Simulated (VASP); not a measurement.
# EuTe2 (R-3m) in VASP: single point with PBE

Aim: the single point of EuTe2 with PBE.

All numbers are computed with VASP 6.6.1; they aren't measurements. Logs are shortened: lines on timing, memory, paths and dates and some standing lists are left out, and cuts for length are marked.

## Step 1: The cell of the first run

Symmetry: R-3m, No. 166, trigonal system. Conventional cell: a = 5.348 Å, b = 5.348 Å, c = 13.128 Å, α = 90.00°, β = 90.00°, γ = 120.00°. Within 4.3 Å of Eu (site symmetry -3m) lie 8 Te at 3.28 Å. Te (site symmetry 3m) has 4 Eu at 3.28 Å and 6 Te at 3.78 to 3.79 Å within 4.3 Å.

## Step 2: Single point, PBE, collinear spin, ferromagnetic start

INCAR

```
PREC = Accurate ; ENCUT = 520
EDIFF = 1E-6 ; ISMEAR = 0
SIGMA = 0.05 ; LREAL = False
LASPH = True ; NELM = 150
ALGO = Normal ; ISIF = 2
LWAVE = False ; LCHARG = True
ISPIN = 2 ; MAGMOM = 0.5 0 0
LORBIT = 11 ; LMAXMIX = 6
GGA = PE ; LELF = True
LVHAR = True ; NBANDS = 26
```

KPOINTS

```
Automatic mesh
0
Gamma
  8 8 8
```

POSCAR

```
EuTe2
1.0
    2.6741017667      1.5438933748      4.3758484053
   -2.6741017667      1.5438933748      4.3758484053
    0.0000000000     -3.0877867497      4.3758484053
Eu Te
1 2
Direct
    0.0000000000      0.0000000000      0.0000000000
    0.2498291478      0.2498291478      0.2498291478
    0.7501708522      0.7501708522      0.7501708522
```

Potentials or basis: VASP PAW PBE potentials, release 64 (Eu, Te).

Command:

```bash
$ cat potpaw_PBE.64/Eu/POTCAR potpaw_PBE.64/Te/POTCAR > POTCAR
$ mpirun -np 1 vasp_std > vasp.out
```

OUTCAR:

```text
PREC = Accurate
   ENCUT = 520
   EDIFF = 1E-6
   ISMEAR = 0
   LREAL = False
   LASPH = True
   NELM = 150
   ISIF = 2
   ISPIN = 2
   LORBIT = 11
   GGA = PE

 ion  position               nearest neighbor table
   1  0.000  0.000  0.000-   3 3.28   2 3.28   3 3.28   3 3.28   2 3.28   2 3.28   3 3.28   2 3.28

   2  0.250  0.250  0.250-   1 3.28   1 3.28   1 3.28   1 3.28
   3  0.750  0.750  0.750-   1 3.28   1 3.28   1 3.28   1 3.28

  LATTYP: Found a trigonal (rhomboedric) cell.
 ALAT       =     5.3556023263
 COS(alpha) =     0.5013805510

  Lattice vectors:

 A1 = (   2.6741017667,   1.5438933748,   4.3758484053)
 A2 = (  -2.6741017667,   1.5438933748,   4.3758484053)
 A3 = (   0.0000000000,  -3.0877867497,   4.3758484053)

Analysis of symmetry for initial positions (statically):
=====================================================================
 Subroutine PRICEL returns:
 Original cell was already a primitive cell.

 Routine SETGRP: Setting up the symmetry group for a
 trigonal (rhombohedral) supercell.

 Subroutine GETGRP returns: Found 12 space group operations
 (whereof 12 operations were pure point group operations)
 out of a pool of 12 trial point group operations.

The static configuration has the point symmetry D_3d.

Analysis of symmetry for dynamics (positions and initial velocities):
=====================================================================
 Subroutine PRICEL returns:
 Original cell was already a primitive cell.

 Routine SETGRP: Setting up the symmetry group for a
 trigonal (rhombohedral) supercell.

 Subroutine GETGRP returns: Found 12 space group operations
 (whereof 12 operations were pure point group operations)
 out of a pool of 12 trial point group operations.

The dynamic configuration has the point symmetry D_3d.

Analysis of structural, dynamic, and magnetic symmetry:
=====================================================================
 Subroutine PRICEL returns:
 Original cell was already a primitive cell.

 Routine SETGRP: Setting up the symmetry group for a
 trigonal (rhombohedral) supercell.

 Subroutine GETGRP returns: Found 12 space group operations
 (whereof 12 operations were pure point group operations)
 out of a pool of 12 trial point group operations.

The overall configuration has the point symmetry D_3d.

 Subroutine INISYM returns: Found 12 space group operations
 (whereof 12 operations are pure point group operations),
 and found     1 'primitive' translations

----------------------------------------------------------------------------------------

                                     Primitive cell

  volume of cell :     108.3949

  direct lattice vectors                    reciprocal lattice vectors
     2.674101767  1.543893375  4.375848405     0.186978673  0.107952187  0.076175704
    -2.674101767  1.543893375  4.375848405    -0.186978673  0.107952187  0.076175704
     0.000000000 -3.087786750  4.375848405     0.000000000 -0.215904374  0.076175704

  length of vectors
     5.355602326  5.355602326  5.355602326     0.228948546  0.228948546  0.228948546

  position of ions in fractional coordinates (direct lattice)
     0.000000000  0.000000000  0.000000000
     0.249829148  0.249829148  0.249829148
     0.750170852  0.750170852  0.750170852

  ion indices of the primitive-cell ions
   primitive index   ion index
                 1           1
                 2           2
                 3           3

----------------------------------------------------------------------------------------

 KPOINTS: Automatic mesh

Automatic generation of k-mesh.
 Grid dimensions read from file:
 generate k-points for:    8    8    8

 Generating k-lattice:

  Cartesian coordinates                     Fractional coordinates (reciprocal lattice)
     0.023372334  0.013494023  0.009521963     0.125000000  0.000000000  0.000000000
    -0.023372334  0.013494023  0.009521963     0.000000000  0.125000000  0.000000000
     0.000000000 -0.026988047  0.009521963     0.000000000  0.000000000  0.125000000

  Length of vectors
     0.028618568  0.028618568  0.028618568

  Shift w.r.t. Gamma in fractional coordinates (k-lattice)
     0.000000000  0.000000000  0.000000000

 Subroutine IBZKPT returns following result:
 ===========================================

 Found     65 irreducible k-points:

 Following reciprocal coordinates:
            Coordinates               Weight
  0.000000  0.000000  0.000000      1.000000
  0.125000 -0.000000 -0.000000      6.000000
  0.250000 -0.000000 -0.000000      6.000000
  0.375000 -0.000000 -0.000000      6.000000
  0.500000 -0.000000 -0.000000      3.000000
  0.125000  0.125000  0.000000      6.000000
[... 16 lines left out ...]
  0.250000  0.125000  0.125000      6.000000
  0.375000  0.125000  0.125000      6.000000
 [... further k-points ...]
   k-points           NKPTS =     65   k-points in BZ     NKDIM =     65   number of bands    NBANDS=     26
   number of dos      NEDOS =    301   number of ions     NIONS =      3
   total plane-waves  NPLWV =  64000
   dimension x,y,z NGX =    40 NGY =   40 NGZ =   40
   dimension x,y,z NGXF=    80 NGYF=   80 NGZF=   80
   ions per type =               1   2
   NGX,Y,Z   is equivalent  to a cutoff of  12.42, 12.42, 12.42 a.u.
   NGXF,Y,Z  is equivalent  to a cutoff of  24.83, 24.83, 24.83 a.u.
 SYSTEM =  unknown system
   PREC   = accura    normal or accurate (medium, high low for compatibility)
   ISTART =      0    job   : 0-new  1-cont  2-samecut
   ICHARG =      2    charge: 1-file 2-atom 10-const
   ISPIN  =      2    spin polarized calculation?
   LNONCOLLINEAR =      F non collinear calculations
   LSORBIT =      F    spin-orbit coupling
   LASPH  =      T    aspherical Exc in radial PAW
   ENCUT  =  520.0 eV  38.22 Ry    6.18 a.u.   9.96  9.96  9.96*2*pi/ulx,y,z
   NELM   =    150;   NELMIN=  2; NELMDL= -5     # of ELM steps
   EDIFF  = 0.1E-05   stopping-criterion for ELM
   LREAL  =      F    real-space projection
   EDIFFG = 0.1E-04   stopping-criterion for IOM
   NSW    =      0    number of steps for IOM
   IBRION =     -1    ionic relax: 0-MD 1-quasi-New 2-CG
   NFREE  =      0    steps in history (QN), initial steepest desc. (CG)
   ISIF   =      2    stress and relaxation
   ISYM   =      2    0-nonsym 1-usesym 2-fastsym
   POTIM  = 0.5000    time-step for ionic-motion
   TEBEG  =    0.0;   TEEND  =   0.0 temperature during run
   PSTRESS=    0.0 pullay stress
   NELECT =      29.0000    total number of electrons
   NUPDOWN=      -1.0000    fix difference up-down
   EMIN   =  10.00;   EMAX   =-10.00  energy-range for DOS
   EFERMI =   0.00;   METHOD = LEGACY
   ISMEAR =     0;   SIGMA  =   0.05  broadening in eV -4-tet -1-fermi 0-gaus
   EFERMI_NEDOS =   21; number of points for ismear=-14 and -15
   IALGO  =     38    algorithm
   IMIX   =      4    mixing-type and parameters
     AMIX     =   0.40;   BMIX     =  1.00
     AMIX_MAG =   1.60;   BMIX_MAG =  1.00
  volume/ion in A,a.u.               =      36.13       243.83
  Fermi-wavevector in a.u.,A,eV,Ry     =   1.054884  1.993441 15.140286  1.112780
  Thomas-Fermi vector in A             =   2.190061
   LORBIT       =     11    0 simple, 1 ext, 2 COOP (PROOUT), +10 PAW based schemes
   GGA     = PE    functional components
   LHFCALC =     F    Hartree Fock is set to
   AEXX    =    0.0000 exact exchange contribution
   IVDW    =     0    specifies the selected vdW correction
   LEPSILON=     F    determine dielectric tensor
   LRPA    =     F    only Hartree local field effects (RPA)
 spin polarized calculation
 Gauss-broadening in eV      SIGMA  =   0.05
  energy-cutoff  :      520.00
  volume of cell :      108.39
 maximum number of plane-waves:      2936
   NGX = 19   NGY = 19   NGZ = 19

 number of electron      29.0000003 magnetization       6.8797330

 Free energy of the ion-electron system (eV)
  ---------------------------------------------------
  ext. energy  EPLUGINS =         0.00000000
  ---------------------------------------------------
  free energy    TOTEN  =       -20.41354781 eV

  energy without entropy =      -20.40578926  energy(sigma->0) =      -20.40966853

 E-fermi :   3.6706     XC(G=0):  -8.8634

 val. band max:        3.6679725545   @ k =   0.3750   0.2500  -0.0000
 cond. band min:       3.6716962344   @ k =  -0.2500  -0.2500   0.1250
 fundamental gap:      0.0037236799
 Fermi energy:         3.6706398457

 spin component 1

 k-point     1 :       0.0000    0.0000    0.0000
  band No.  band energies     occupation
      1     -37.5151      1.00000
      2     -16.2087      1.00000
      3     -16.2084      1.00000
      4     -16.2084      1.00000
      5      -7.5676      1.00000
      6      -5.5652      1.00000
[... 18 lines left out ...]
     25       8.5023      0.00000
     26       9.8364      0.00000
[... 644 lines left out ...]
      4     -16.2114      1.00000
      5      -7.0975      1.00000
      6      -6.0577      1.00000
[... 18 lines left out ...]
     25       9.4043      0.00000
     26      10.0711      0.00000

 [... further k-points ...]

 spin component 2

 k-point     1 :       0.0000    0.0000    0.0000
  band No.  band energies     occupation
      1     -34.4965      1.00000
      2     -14.0396      1.00000
      3     -14.0396      1.00000
      4     -14.0396      1.00000
      5      -7.5058      1.00000
      6      -5.5264      1.00000
[... 18 lines left out ...]
     25       8.8814      0.00000
     26      10.7752      0.00000
[... 644 lines left out ...]
      4     -14.0444      1.00000
      5      -7.0184      1.00000
      6      -6.0053      1.00000
[... 18 lines left out ...]
     25      10.0267      0.00000
     26      10.5165      0.00000

 [... further k-points ...]

------------------------ aborting loop because EDIFF is reached ----------------------------------------

  FORCE on cell =-STRESS in cart. coord.  units (eV):
  Direction    XX          YY          ZZ          XY          YZ          ZX
  --------------------------------------------------------------------------------------
  -------------------------------------------------------------------------------------
  Total       -0.0399458     -0.0399458     -0.0467016      0.0000000      0.0000000      0.0000000
  in kB       -0.5904364     -0.5904364     -0.6902929      0.0000000      0.0000000      0.0000000
  external PRESSURE =      -0.6237219 kB  Pullay stress =       0.0000000 kB

 VOLUME and BASIS-vectors are now :
 -----------------------------------------------------------------------------
  energy-cutoff  :      520.00
  volume of cell :      108.39
      direct lattice vectors                 reciprocal lattice vectors
     2.674101767  1.543893375  4.375848405     0.186978673  0.107952187  0.076175704
    -2.674101767  1.543893375  4.375848405    -0.186978673  0.107952187  0.076175704
     0.000000000 -3.087786750  4.375848405     0.000000000 -0.215904374  0.076175704

 POSITION                                       TOTAL-FORCE (eV/Angst)
 -----------------------------------------------------------------------------------
      0.00000      0.00000      0.00000         0.000000      0.000000     -0.000000
      0.00000     -0.00000      3.27964         0.000000     -0.000000      0.001662
      0.00000     -0.00000      9.84790         0.000000      0.000000     -0.001662
 -----------------------------------------------------------------------------------
    total drift:                                0.000000     -0.000000      0.000000

  FREE ENERGIE OF THE ION-ELECTRON SYSTEM (eV)
  ---------------------------------------------------
  free  energy   TOTEN  =       -20.4135478094 eV

  energy  without entropy=      -20.4057892592  energy(sigma->0) =      -20.40966853

 total charge

# of ion       s       p       d       f       tot
--------------------------------------------------
    1        2.037   5.737   0.356   6.530  14.660
    2        1.383   1.972   0.017   0.000   3.372
    3        1.383   1.972   0.017   0.000   3.372
--------------------------------------------------
tot          4.803   9.681   0.389   6.530  21.403

 magnetization (x)

# of ion       s       p       d       f       tot
--------------------------------------------------
    1       -0.011  -0.110   0.084   6.492   6.455
    2       -0.002   0.026   0.002   0.000   0.025
    3       -0.002   0.026   0.002   0.000   0.025
--------------------------------------------------
tot         -0.015  -0.058   0.087   6.492   6.506
```

It took 17 min on 1 thread of Intel Xeon Platinum 8488C (Sapphire Rapids), shared host; peak memory 0.52 GiB.

Results:

- Free energy: -20.4135 eV
- Pressure: -0.1 GPa
- Net moment: 6.88 μB per cell
- Site moments: Eu +6.46; Te +0.03 μB
- Valence electrons inside the program's atomic spheres: Eu 14.66; Te 3.37

Caveat: spin-orbit coupling is left out, which moves the levels of the heavy elements; a cell with one magnetic atom can't hold antiferromagnetic order, which such compounds often take; semilocal functionals describe open f shells poorly, which spoils levels, moments and volumes.
